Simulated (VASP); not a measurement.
The system is AlC2.

```
Al C
1.0
     2.09026   -2.70062    0.00000
     2.09026    2.70062    0.00000
     0.00000    0.00000    6.24385
Al C
2 4
Direct
  0.25000 0.75000 0.33462
  0.75000 0.25000 0.66538
  0.91423 0.41423 0.10082
  0.58577 0.08577 0.10082
  0.08577 0.58577 0.89918
  0.41423 0.91423 0.89918
```

The cell was generated, and may not be a known phase.

Base run:

```yaml
Program: VASP 6.6.1
Functional: PBE
Potentials_or_basis: VASP PAW PBE potentials, release 64 (Al, C)
Cutoff: 520 eV
k_mesh: 12 × 12 × 6
Occupations: gaussian, width 0.1 eV
Spin: no spin polarisation
```

Its results: band gap on the k mesh zero (bands 11 and 12 overlap by 2.24 eV); pressure 0.2 GPa; largest force 0.042 eV/Å.

**Question.** The run is repeated on the same cell with these changes: dispersion from none to D4. What comes out?

**Answer.** Band gap on the k mesh zero (bands 11 and 12 overlap by 2.24 eV); pressure -2.8 GPa; largest force 0.039 eV/Å.

Dispersion adds attraction, which lowers the pressure at fixed volume and, as a term added to the energy, leaves the levels alone.
